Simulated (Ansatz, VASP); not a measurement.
**One calculation of YTl3Pb, two programs**

```xyz
5
Lattice="5.8123 0.0000 0.0000 0.0000 5.8123 0.0000 0.0000 0.0000 5.8123" Properties=species:S:1:pos:R:3 pbc="T T T"
Y     0.0000    0.0000    0.0000
Tl    0.0000    2.9061    2.9061
Tl    2.9061    0.0000    2.9061
Tl    2.9061    2.9061    0.0000
Pb    2.9061    2.9061    2.9061
```

Alike in both runs: task relaxation of cell and atoms; functional PBE; k mesh 8 × 8 × 8; occupations gaussian, width 0.1 eV; no spin polarisation.

|  | VASP | Ansatz |
| --- | --- | --- |
| version | VASP 6.6.1 | Ansatz 0.2.0 |
| potentials or method | VASP PAW PBE potentials, release 64 (Y_sv, Tl_d, Pb_d), cutoff 600 eV | scalar-relativistic, plane waves, PAW |
| valence electrons in the cell | 64 | 64 |

Ansatz gave:

```
gap on the k mesh at the Fermi level, each at its own relaxed structure (eV)  : none
relaxed volume (Å³/atom)                                                      : 39.94
relaxed length of the cell vector where the two differ most in proportion (Å) : 5.845
```

Problem. What did VASP give for the same quantities?

Solution. gap on the k mesh at the Fermi level, each at its own relaxed structure (eV): none; relaxed volume (Å³/atom): 39.98; relaxed length of the cell vector where the two differ most in proportion (Å): 5.847.

A gap of «none» marks a metal or a gap that the smearing closes.

Neither program's run includes spin-orbit coupling.
